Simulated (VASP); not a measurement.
# CoO (C2/m) in VASP: settings compared

Aim: see how the results for CoO move with the level of theory and the settings. Levels: revPBE+D3(BJ)+U, revPBE+D4+U. Tasks: relaxation of shape and atoms at fixed volume.

Everything below comes from runs of VASP 6.6.1. Logs are shortened: lines on timing, memory, paths and dates and some standing lists are left out, and cuts for length are marked.

## 1. The cell of the first run

The typed cell holds 2 atoms: a = 3.010 Å, b = 2.980 Å, c = 3.010 Å, α = 120.31°, β = 119.98°, γ = 90.04°.

## 2. Relaxation of shape and atoms at fixed volume, revPBE+D3(BJ)+U, collinear spin, ferromagnetic start (volume scaled by 0.96)

File INCAR:

```
SYSTEM = CoO
  PREC = Accurate
  ENCUT = 600
  EDIFF = 1E-6
  ISMEAR = 0
  SIGMA = 0.05
  LREAL = .FALSE.
  LASPH = .TRUE.
  NELM = 150
  ALGO = Normal
  ISIF = 4
  LWAVE = .FALSE.
  LCHARG = .FALSE.
  ISPIN = 2
  MAGMOM = 2.86 0.25
  LORBIT = 11
  LMAXMIX = 4
  LDAU = .TRUE.
  LDAUTYPE = 2
  LDAUL = 2 -1
  LDAUU = 3.3 0
  LDAUJ = 0 0
  LDAUPRINT = 1
  GGA = RE
  IVDW = 12
  IBRION = 2
  NSW = 60
  EDIFFG = -0.01
```

File KPOINTS:

```
Automatic mesh
0
G
  10 10 10
  0 0 0
```

File POSCAR:

```
CoO
1.0
   -1.5053240243      1.5055272384      2.1277664721
    1.4756783238     -1.5055272384      2.1065759791
    1.5053240243      1.5055272384     -2.1277664721
Co O
1 1
Direct
    0.0000000000      0.0000000000      0.0000000000
    0.5000000000      0.5000000000      0.0000000000
```

Potentials or basis: VASP PAW PBE potentials, release 64 (Co, O).

Started as:

```
$ cat potpaw_PBE.64/Co/POTCAR potpaw_PBE.64/O/POTCAR > POTCAR
$ mpirun -np 1 vasp_std > vasp.out
```

OUTCAR:

```text
SYSTEM = CoO
   PREC = Accurate
   ENCUT = 600
   EDIFF = 1E-6
   ISMEAR = 0
   LREAL = .FALSE.
   LASPH = .TRUE.
   NELM = 150
   ISIF = 4
   ISPIN = 2
   LORBIT = 11
   GGA = RE
   IVDW = 12
   IBRION = 2
   NSW = 60
   EDIFFG = -0.01
 IVDW          = 12

 ion  position               nearest neighbor table
   1  0.000  0.000  0.000-   2 2.12   2 2.12   2 2.12   2 2.12   2 2.12   2 2.12
   2  0.500  0.500  0.000-   1 2.12   1 2.12   1 2.12   1 2.12   1 2.12   1 2.12

  LATTYP: Found a base centered monoclinic cell.
 ALAT       =     5.1440407740
 B/A-ratio  =     0.5853480968
 C/A-ratio  =     0.5795206132
 COS(beta)  =    -0.5679063841

  Lattice vectors:

 A1 = (  -1.4756783238,  -1.5055272384,  -2.1065759791)
 A2 = (  -1.4756783238,   1.5055272384,  -2.1065759791)
 A3 = (   2.9810023481,   0.0000000000,  -0.0211904930)

Analysis of symmetry for initial positions (statically):
=====================================================================
 Subroutine PRICEL returns:
 Original cell was already a primitive cell.

 Routine SETGRP: Setting up the symmetry group for a
 base centered monoclinic supercell.

 Subroutine GETGRP returns: Found  4 space group operations
 (whereof  4 operations were pure point group operations)
 out of a pool of  4 trial point group operations.

The static configuration has the point symmetry C_2h.

Analysis of symmetry for dynamics (positions and initial velocities):
=====================================================================
 Subroutine PRICEL returns:
 Original cell was already a primitive cell.

 Routine SETGRP: Setting up the symmetry group for a
 base centered monoclinic supercell.

 Subroutine GETGRP returns: Found  4 space group operations
 (whereof  4 operations were pure point group operations)
 out of a pool of  4 trial point group operations.

The dynamic configuration has the point symmetry C_2h.

Analysis of structural, dynamic, and magnetic symmetry:
=====================================================================
 Subroutine PRICEL returns:
 Original cell was already a primitive cell.

 Routine SETGRP: Setting up the symmetry group for a
 base centered monoclinic supercell.

 Subroutine GETGRP returns: Found  4 space group operations
 (whereof  4 operations were pure point group operations)
 out of a pool of  4 trial point group operations.

The overall configuration has the point symmetry C_2h.

 Subroutine INISYM returns: Found  4 space group operations
 (whereof  4 operations are pure point group operations),
 and found     1 'primitive' translations

----------------------------------------------------------------------------------------

                                     Primitive cell

  volume of cell :      19.0027

  direct lattice vectors                    reciprocal lattice vectors
    -1.505324024  1.505527238  2.127766472     0.001678860  0.332109567  0.236175931
     1.475678324 -1.505527238  2.106575979     0.337153191  0.000000000  0.238524672
     1.505324024  1.505527238 -2.127766472     0.335474332  0.332109567  0.002348740

  length of vectors
     3.009983861  2.980251858  3.009983861     0.407527488  0.412996723  0.472064941

  position of ions in fractional coordinates (direct lattice)
     0.000000000  0.000000000  0.000000000
     0.500000000  0.500000000  0.000000000

  ion indices of the primitive-cell ions
   primitive index   ion index
                 1           1
                 2           2

----------------------------------------------------------------------------------------

 KPOINTS: Automatic mesh

Automatic generation of k-mesh.
 Grid dimensions read from file:
 generate k-points for:   10   10   10

 Generating k-lattice:

  Cartesian coordinates                     Fractional coordinates (reciprocal lattice)
     0.000167886  0.033210957  0.023617593     0.100000000  0.000000000  0.000000000
     0.033715319  0.000000000  0.023852467     0.000000000  0.100000000  0.000000000
     0.033547433  0.033210957  0.000234874    -0.000000000  0.000000000  0.100000000

  Length of vectors
     0.040752749  0.041299672  0.047206494

  Shift w.r.t. Gamma in fractional coordinates (k-lattice)
     0.000000000  0.000000000  0.000000000

 Subroutine IBZKPT returns following result:
 ===========================================

 Found    282 irreducible k-points:

 Following reciprocal coordinates:
            Coordinates               Weight
  0.000000  0.000000  0.000000      1.000000
  0.100000  0.000000 -0.000000      4.000000
  0.200000  0.000000 -0.000000      4.000000
  0.300000  0.000000 -0.000000      4.000000
  0.400000  0.000000 -0.000000      4.000000
  0.500000  0.000000 -0.000000      2.000000
[... 16 lines left out ...]
 -0.400000  0.200000  0.000000      4.000000
 -0.300000  0.200000  0.000000      4.000000
 [... further k-points ...]
   k-points           NKPTS =    282   k-points in BZ     NKDIM =    282   number of bands    NBANDS=     13
   number of dos      NEDOS =    301   number of ions     NIONS =      2
   total plane-waves  NPLWV =  13824
   dimension x,y,z NGX =    24 NGY =   24 NGZ =   24
   dimension x,y,z NGXF=    48 NGYF=   48 NGZF=   48
   ions per type =               1   1
   NGX,Y,Z   is equivalent  to a cutoff of  13.26, 13.39, 13.26 a.u.
   NGXF,Y,Z  is equivalent  to a cutoff of  26.51, 26.78, 26.51 a.u.
 SYSTEM =  CoO
   PREC   = accura    normal or accurate (medium, high low for compatibility)
   ISTART =      0    job   : 0-new  1-cont  2-samecut
   ICHARG =      2    charge: 1-file 2-atom 10-const
   ISPIN  =      2    spin polarized calculation?
   LNONCOLLINEAR =      F non collinear calculations
   LSORBIT =      F    spin-orbit coupling
   LASPH  =      T    aspherical Exc in radial PAW
   ENCUT  =  600.0 eV  44.10 Ry    6.64 a.u.   6.01  5.95  6.01*2*pi/ulx,y,z
   NELM   =    150;   NELMIN=  2; NELMDL= -5     # of ELM steps
   EDIFF  = 0.1E-05   stopping-criterion for ELM
   LREAL  =      F    real-space projection
   EDIFFG = -.1E-01   stopping-criterion for IOM
   NSW    =     60    number of steps for IOM
   IBRION =      2    ionic relax: 0-MD 1-quasi-New 2-CG
   NFREE  =      1    steps in history (QN), initial steepest desc. (CG)
   ISIF   =      4    stress and relaxation
   ISYM   =      2    0-nonsym 1-usesym 2-fastsym
   POTIM  = 0.5000    time-step for ionic-motion
   TEBEG  =    0.0;   TEEND  =   0.0 temperature during run
   PSTRESS=    0.0 pullay stress
   NELECT =      15.0000    total number of electrons
   NUPDOWN=      -1.0000    fix difference up-down
   EMIN   =  10.00;   EMAX   =-10.00  energy-range for DOS
   EFERMI =   0.00;   METHOD = LEGACY
   ISMEAR =     0;   SIGMA  =   0.05  broadening in eV -4-tet -1-fermi 0-gaus
   EFERMI_NEDOS =   21; number of points for ismear=-14 and -15
   IALGO  =     38    algorithm
   IMIX   =      4    mixing-type and parameters
     AMIX     =   0.40;   BMIX     =  1.00
     AMIX_MAG =   1.60;   BMIX_MAG =  1.00
  volume/ion in A,a.u.               =       9.50        64.12
  Fermi-wavevector in a.u.,A,eV,Ry     =   1.512981  2.859120 31.145254  2.289112
  Thomas-Fermi vector in A             =   2.622833
   LORBIT       =     11    0 simple, 1 ext, 2 COOP (PROOUT), +10 PAW based schemes
 LDA+U is selected, type is set to LDAUTYPE =  2
   angular momentum for each species LDAUL =     2   -1
   U (eV)           for each species LDAUU =   3.3  0.0
   J (eV)           for each species LDAUJ =   0.0  0.0
   GGA     = RE    functional components
   LHFCALC =     F    Hartree Fock is set to
   AEXX    =    0.0000 exact exchange contribution
   IVDW    =    12    specifies the selected vdW correction
   LEPSILON=     F    determine dielectric tensor
   LRPA    =     F    only Hartree local field effects (RPA)
 conjugate gradient relaxation of ions
 spin polarized calculation
 Gauss-broadening in eV      SIGMA  =   0.05
  energy-cutoff  :      600.00
  volume of cell :       19.00
 maximum number of plane-waves:       647
   NGX = 13   NGY = 11   NGZ = 13

--------------------------------------- Ionic step        1  -------------------------------------------

 number of electron      15.0000003 magnetization       2.9999972

 Free energy of the ion-electron system (eV)
  ---------------------------------------------------
  ext. energy  EPLUGINS =         0.00000000
  ---------------------------------------------------
  free energy    TOTEN  =       -10.77834784 eV

  energy without entropy =      -10.77608978  energy(sigma->0) =      -10.77721881

------------------------ aborting loop because EDIFF is reached ----------------------------------------

 Edisp (eV)   -0.88821

 E8    (eV) :    -0.5815

  FORCE on cell =-STRESS in cart. coord.  units (eV):
  Direction    XX          YY          ZZ          XY          YZ          ZX
  --------------------------------------------------------------------------------------
  -------------------------------------------------------------------------------------
  Total       2.25297     2.31493     2.29290     0.00000    -0.00000    -0.04573
  in kB     189.95485   195.17931   193.32121     0.00000    -0.00000    -3.85599
  external pressure =      192.82 kB  Pullay stress =        0.00 kB
[... 57 lines left out ...]
  FREE ENERGIE OF THE ION-ELECTRON SYSTEM (eV)
  ---------------------------------------------------
  free  energy   TOTEN  =       -11.6667003144 eV

  energy  without entropy=      -11.6644853098  energy(sigma->0) =      -11.66559281

atom =   1  type =  1  l = 2

 onsite density matrix

spin component  1

  1.0140 -0.0004 -0.0000  0.0000  0.0000
 -0.0004  0.9696 -0.0000  0.0000  0.0000
 -0.0000 -0.0000  1.0139 -0.0002  0.0003
  0.0000  0.0000 -0.0002  0.9678 -0.0011
  0.0000  0.0000  0.0003 -0.0011  0.9689

spin component  2

  0.1542 -0.0966  0.0000  0.0000 -0.0000
 -0.0966  0.4871  0.0000  0.0000  0.0000
  0.0000  0.0000  0.1543 -0.0561  0.0789
  0.0000  0.0000 -0.0561  0.7996  0.2221
 -0.0000  0.0000  0.0789  0.2221  0.6453

 occupancies and eigenvectors

  o =  0.1282  v =  0.0000  0.0000  0.0000  0.0000  0.0000  0.9656  0.2600 -0.0000 -0.0000  0.0000      0.0000  0.0000  0.0000  0.0000  0.0000  0.0000  0.0000  0.0000  0.0000  0.0000
  o =  0.1282  v =  0.0000  0.0000  0.0000  0.0000  0.0000  0.0000  0.0000  0.9655  0.1509 -0.2121      0.0000  0.0000  0.0000  0.0000  0.0000  0.0000  0.0000  0.0000  0.0000  0.0000
  o =  0.5131  v =  0.0000  0.0000  0.0000  0.0000  0.0000  0.2600 -0.9656  0.0000 -0.0000  0.0000      0.0000  0.0000  0.0000  0.0000  0.0000  0.0000  0.0000  0.0000  0.0000  0.0000
  o =  0.5134  v =  0.0000  0.0000  0.0000  0.0000  0.0000 -0.0000  0.0000  0.2603 -0.5596  0.7868      0.0000  0.0000  0.0000  0.0000  0.0000  0.0000  0.0000  0.0000  0.0000  0.0000
  o =  0.9576  v =  0.0000  0.0000  0.0000  0.0000  0.0000  0.0000  0.0000  0.0000  0.8149  0.5796      0.0000  0.0000  0.0000  0.0000  0.0000  0.0000  0.0000  0.0000  0.0000  0.0000
  o =  0.9671  v =  0.0000  0.0000 -0.0003 -0.8515 -0.5244  0.0000  0.0000  0.0000  0.0000  0.0000      0.0000  0.0000  0.0000  0.0000  0.0000  0.0000  0.0000  0.0000  0.0000  0.0000
  o =  0.9696  v = -0.0000 -0.0000 -0.0073 -0.5244  0.8515  0.0000  0.0000  0.0000  0.0000  0.0000      0.0000  0.0000  0.0000  0.0000  0.0000  0.0000  0.0000  0.0000  0.0000  0.0000
  o =  0.9696  v = -0.0087 -1.0000  0.0000  0.0000 -0.0000  0.0000  0.0000  0.0000  0.0000  0.0000      0.0000  0.0000  0.0000  0.0000  0.0000  0.0000  0.0000  0.0000  0.0000  0.0000
  o =  1.0139  v =  0.0000 -0.0000  1.0000 -0.0041  0.0061  0.0000  0.0000  0.0000  0.0000  0.0000      0.0000  0.0000  0.0000  0.0000  0.0000  0.0000  0.0000  0.0000  0.0000  0.0000
  o =  1.0140  v =  1.0000 -0.0087 -0.0000  0.0000 -0.0000  0.0000  0.0000  0.0000  0.0000  0.0000      0.0000  0.0000  0.0000  0.0000  0.0000  0.0000  0.0000  0.0000  0.0000  0.0000

--------------------------------------- Ionic step        3  -------------------------------------------

 number of electron      15.0000003 magnetization       3.0000000

 Free energy of the ion-electron system (eV)
  ---------------------------------------------------
  ext. energy  EPLUGINS =         0.00000000
  ---------------------------------------------------
  free energy    TOTEN  =       -10.77891629 eV

  energy without entropy =      -10.77682250  energy(sigma->0) =      -10.77786939

 E-fermi :   8.0735     XC(G=0): -12.3429

 val. band max:        8.0684439602   @ k =  -0.3000  -0.2000   0.3000
 cond. band min:       8.0746665100   @ k =   0.4000   0.3000  -0.0000
 fundamental gap:      0.0062225498
 Fermi energy:         8.0735234564

 spin component 1

 k-point     1 :       0.0000    0.0000    0.0000
  band No.  band energies     occupation
      1     -11.9658      1.00000
      2       3.1023      1.00000
      3       3.1047      1.00000
      4       3.3144      1.00000
      5       3.3144      1.00000
      6       4.0491      1.00000
      7       5.2190      1.00000
      8       5.2201      1.00000
      9       5.4021      1.00000
     10       9.4410      0.00000
     11      25.2762      0.00000
     12      25.3368      0.00000
     13      25.3402      0.00000
[... 789 lines left out ...]
  FREE ENERGIE OF THE ION-ELECTRON SYSTEM (eV)
  ---------------------------------------------------
  free  energy   TOTEN  =       -11.6668820829 eV

  energy  without entropy=      -11.6647882851  energy(sigma->0) =      -11.66583518

 reached required accuracy - stopping structural energy minimisation

 total charge

# of ion       s       p       d       tot
------------------------------------------
    1        0.302   0.374   7.150   7.826
    2        1.553   3.467   0.000   5.020
--------------------------------------------------
tot          1.855   3.840   7.150  12.846

 magnetization (x)

# of ion       s       p       d       tot
------------------------------------------
    1        0.021   0.017   2.692   2.730
    2        0.023   0.231   0.000   0.254
--------------------------------------------------
tot          0.044   0.248   2.692   2.984
```

Wall time 8.3 min (1 thread of Intel Xeon Platinum 8124M at 3.00GHz (Skylake/Cascade Lake), shared host); peak memory 0.29 GiB.

What came out:

```
Free energy                                           : -11.6669 eV
Energy gained by relaxing                             : 0.2 meV/atom
Ionic steps                                           : 3
Pressure after relaxing                               : 18.0 GPa
Band gap on the k mesh                                : zero (filled and empty bands overlap)
Net moment                                            : 3.00 μB per cell
Site moments                                          : Co +2.73; O +0.25 μB
Valence electrons inside the program's atomic spheres : Co 7.83; O 5.02
Dispersion energy per atom                            : -0.444 eV
```

Stress tensor (GPa, compression positive):
```
17.95  0.00 -0.05
 0.00 18.06  0.00
-0.05  0.00 17.91
```

The path:
| step | energy change (eV) | largest force (eV/Å) | pressure (GPa) | volume (Å³) |
| --- | --- | --- | --- | --- |
| 1 | 0.0000 | 0.0000 | 19.28 | 19.00 |
| 2 | -0.0001 | 0.0000 | 19.01 | 19.00 |
| 3 | -0.0003 | 0.0000 | 17.97 | 19.00 |

Final structure:
```
Co O
1.0
    -1.50961    1.50932    2.13509
     1.46243   -1.50932    2.10167
     1.50961    1.50932   -2.13509
Co O
1 1
Direct
  0.00000 0.00000 0.00000
  0.50000 0.50000 0.00000
```

Eigenvalues of the final occupation matrices:
| site | spin | trace | eigenvalues |
| --- | --- | --- | --- |
| site 1 d | 1 | 4.93 | 0.97 0.97 0.97 1.01 1.01 |
| site 1 d | 2 | 2.24 | 0.13 0.13 0.51 0.51 0.96 |

Caveat: the cell differs from its parent crystal (volume scaled by 0.96); the PAW data sets were made with another functional, which shifts forces and pressure a little; a cell with one magnetic atom can't hold antiferromagnetic order, which such compounds often take; pairwise dispersion overbinds metals, which lowers pressure and volume. The state reached can hang on the start; a lower one may exist.

## 3. Relaxation of shape and atoms at fixed volume, revPBE+D4+U, collinear spin, ferromagnetic start

This run uses another cell than the first one, of 9.58 Å³/atom, 1.009 times its volume.

File INCAR:

```
SYSTEM = CoO
ALGO = Normal ; EDIFF = 1E-6
EDIFFG = -0.02 ; ENCUT = 600
GGA = RE ; IBRION = 2
ISIF = 4 ; ISMEAR = 0
ISPIN = 2 ; IVDW = 13
LASPH = .TRUE. ; LCHARG = .FALSE.
LDAU = .TRUE. ; LDAUJ = 0 0
LDAUL = 2 -1 ; LDAUPRINT = 1
LDAUTYPE = 2 ; LDAUU = 3.3 0
LMAXMIX = 4 ; LORBIT = 11
LREAL = .FALSE. ; LWAVE = .FALSE.
MAGMOM = 2.86 0 ; NELM = 150
NSW = 60 ; PREC = Accurate
SIGMA = 0.05
```

File KPOINTS:

```
k-points
0
G
  10 10 10
  0 0 0
```

File POSCAR:

```
CoO
1.0
   -1.5085856023      1.5096864681      2.1325830990
    1.4818132539     -1.5096864681      2.1134241447
    1.5085856023      1.5096864681     -2.1325830990
Co O
1 1
Direct
    0.0000000000      0.0000000000      0.0000000000
    0.5000000000      0.5000000000      0.0000000000
```

Potentials or basis: VASP PAW PBE potentials, release 64 (Co, O).

Started as:

```
$ cat potpaw_PBE.64/Co/POTCAR potpaw_PBE.64/O/POTCAR > POTCAR
$ mpirun -np 1 vasp_std > vasp.out
```

It took 12 min on 1 thread of Intel Xeon 6975P-C (Granite Rapids), shared host; peak memory 0.29 GiB.

It converged, with:

```yaml
Free_energy: -12.4542 eV
Energy_gained_by_relaxing: 302.3 meV/atom
Ionic_steps: 12
Pressure_after_relaxing: 4.3 GPa
Band_gap_on_the_k_mesh: 1.40 eV, indirect (least direct gap 2.14 eV)
Net_moment: 3.00 μB per cell
Site_moments: Co +2.75; O +0.20 μB
Valence_electrons_inside_the_program's_atomic_spheres: Co 7.81; O 5.03
Dispersion_energy_per_atom: -0.535 eV
```

Stress tensor (GPa, compression positive):
```
4.19 0.00 0.30
0.00 4.60 0.00
0.30 0.00 4.25
```

The path:
```tsv
step	energy change (eV)	largest force (eV/Å)	pressure (GPa)	volume (Å³)
1	0.0000	0.0000	-1.28	19.17
2	-0.0068	0.0000	-1.69	19.17
3	-0.0197	0.0000	-1.91	19.17
4	-0.0268	0.0000	-1.25	19.17
5	-0.5174	0.0000	7.66	19.17
6	-0.5805	0.0000	5.22	19.17
7	-0.5825	0.0000	5.14	19.17
8	-0.5946	0.0000	4.73	19.17
9	-0.6045	0.0000	4.35	19.17
10	-0.6044	0.0000	4.35	19.17
11	-0.6044	0.0000	4.35	19.17
12	-0.6046	0.0000	4.35	19.17
```

Final structure:
```
Co O
1.0
    -1.49545    1.52553    2.10976
     1.48657   -1.52553    2.10381
     1.49545    1.52553   -2.10976
Co O
1 1
Cartesian
  0.0000 0.0000 0.0000
  1.4910 1.5255 -0.0030
```

Levels at points of the mesh, in eV from the valence-band top:
Spin up:
| k point | band 5 | band 6 | band 7 | band 8 | band 9 | band 10 | band 11 | band 12 |
| --- | --- | --- | --- | --- | --- | --- | --- | --- |
| (0.00, 0.00, 0.00) | -3.93 | -3.81 | -2.39 | -2.31 | -2.24 | 1.62 | 17.34 | 17.56 |
| (0.50, 0.00, 0.00) | -4.42 | -3.36 | -2.36 | -0.14 | 0.00 | 5.73 | 9.94 | 14.03 |
| (0.00, 0.50, 0.00) | -3.91 | -3.24 | -2.62 | -0.12 | -0.01 | 5.49 | 10.21 | 13.65 |
| (0.50, 0.50, 0.00) | -3.69 | -3.66 | -3.49 | -3.37 | -2.88 | 6.38 | 10.55 | 11.33 |
| (0.50, 0.00, 0.50) | -3.92 | -3.25 | -2.63 | -0.12 | -0.01 | 5.52 | 10.14 | 13.70 |
| (0.50, 0.50, 0.50) | -4.23 | -3.78 | -3.68 | -3.52 | -2.91 | 6.40 | 10.66 | 11.46 |
Spin down:
```
           k point  band 3  band 4  band 5  band 6  band 7  band 8  band 9  band 10
(0.00, 0.00, 0.00)   -2.37   -1.98   -1.97   -1.79    1.40    1.74    2.00     2.27
(0.50, 0.00, 0.00)   -4.42   -3.45   -0.97   -0.55    2.43    3.98    4.33     6.09
(0.00, 0.50, 0.00)   -3.98   -3.69   -1.24   -1.16    2.49    4.20    4.38     5.92
(0.50, 0.50, 0.00)   -3.25   -3.11   -2.56   -1.34    1.66    2.34    2.87     7.50
(0.50, 0.00, 0.50)   -3.96   -3.65   -1.24   -1.18    2.47    4.18    4.38     5.95
(0.50, 0.50, 0.50)   -3.35   -3.19   -3.05   -1.21    2.44    2.53    2.73     7.44
```

Eigenvalues of the final occupation matrices:
```tsv
site	spin	trace	eigenvalues
site 1 d	1	4.93	0.97 0.97 0.97 1.01 1.02
site 1 d	2	2.22	0.04 0.13 0.14 0.95 0.96
```

Caveat: the electronic state changed during the relaxation; the PAW data sets were made with another functional, which shifts forces and pressure a little; a cell with one magnetic atom can't hold antiferromagnetic order, which such compounds often take. A k mesh can miss the band edges.
